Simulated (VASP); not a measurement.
Write the native input for VASP 6.6.1 that does the following.

| Item | Value |
| --- | --- |
| Task | single point |
| Functional | PBE |
| Potentials or basis | VASP PAW PBE potentials, release 64 (Sm_3, Hf_pv, W_sv), 4f in core |
| Cutoff | 500 eV |
| k mesh | 6 × 6 × 6 |
| Occupations | gaussian, width 0.1 eV |
| Spin | no spin polarisation |
| Dipole correction | no |
| Mended | yes |
| Further INCAR settings | ALGO = Normal; EDIFF = 1e-06; NBANDS = 24 |

The structure of SmHfW lies in POSCAR:

```
SmHfW
1.0
    5.0121561772      0.0000000000      0.0000000000
   -2.5060780886      4.3406545772      0.0000000000
    0.0000000000      0.0000000000      3.1265639133
Sm Hf W
1 1 1
Direct
    0.0000000000      0.0000000000      0.0000000000
    0.3333333333      0.6666666667      0.5000000000
    0.6666666667      0.3333333333      0.5000000000
```

The cell was built from a structure type or drawn by symmetry, and may not be a known phase.

One way to write it, as run:

INCAR

```
PREC = Accurate ; ENCUT = 500
EDIFF = 1E-6 ; ISMEAR = 0
SIGMA = 0.1 ; LREAL = F
LASPH = T ; NELM = 200
ALGO = Normal ; ISIF = 2
LWAVE = F ; LCHARG = T
GGA = PE ; LELF = T
LVHAR = T ; NBANDS = 24
GGA_COMPAT = F ; LMAXMIX = 6
```

KPOINTS

```
Automatic mesh
0
Gamma
  6 6 6
```

Potentials or basis: VASP PAW PBE potentials, release 64 (Sm_3, Hf_pv, W_sv), 4f in core.

Launch:

```sh
$ cat potpaw_PBE.64/Sm_3/POTCAR potpaw_PBE.64/Hf_pv/POTCAR potpaw_PBE.64/W_sv/POTCAR > POTCAR
$ mpirun -np 1 vasp_std > vasp.out
```

It gave:

* Pressure: 0.2 GPa
* Band gap on the k mesh: zero (an odd number of electrons rules out a gap without spin polarisation)

Caveat: spin-orbit coupling is left out, which moves the levels of the heavy elements; the 4f electrons are frozen in the core, so they carry no moment and show no levels.

It took 35 s on 1 thread of Intel(R) Xeon(R) Platinum 8259CL CPU @ 2.50GHz (Skylake/Cascade Lake), on a shared host, peak memory 0.22 GiB.
